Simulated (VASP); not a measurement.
Runs of VASP 6.6.1 on Pb. The structure is that of space group Fm-3m (No. 225), or close to it. The cells are those of the table. 

| cell | gap on the mesh (eV) | pressure (GPa) |
| --- | --- | --- |
| a = 3.518, b = 3.518, c = 3.500 Å, angles 60.2, 60.2, 59.7°, 1 atom | none | (b) |
| a = 3.500 Å, angles 60.0°, 1 atom | none | -2.7 |
| a = 3.489, b = 3.489, c = 3.500 Å, angles 59.9, 59.9, 60.2°, 1 atom | none | -2.4 |
| a = 3.483, b = 3.483, c = 3.500 Å, angles 59.8, 59.8, 60.3°, 1 atom | none | -2.3 |
| a = 3.494, b = 3.494, c = 3.500 Å, angles 59.9, 59.9, 60.1°, 1 atom | none | (a) |

Alike in all rows: task single point; level PBEsol+D3(BJ); potentials or basis VASP PAW PBE potentials, release 64 (Pb_d); no spin polarisation; k mesh 12 × 12 × 12; cutoff (eV) 500; smearing methfessel-paxton 0.1 eV.

**Question.** Estimate the missing entries.

**Answer.** (a) -2.5; (b) -3.1.

Caveats: three body term missing; the PAW data sets were made with another functional, which shifts forces and pressure a little; spin-orbit coupling is left out, which moves the levels of the heavy elements; the cell stands under tension (at least some runs).

A k mesh can miss the band edges, and the runs leave out spin-orbit coupling on Pb.

A gap of «none» marks levels without a gap at the run's occupations.
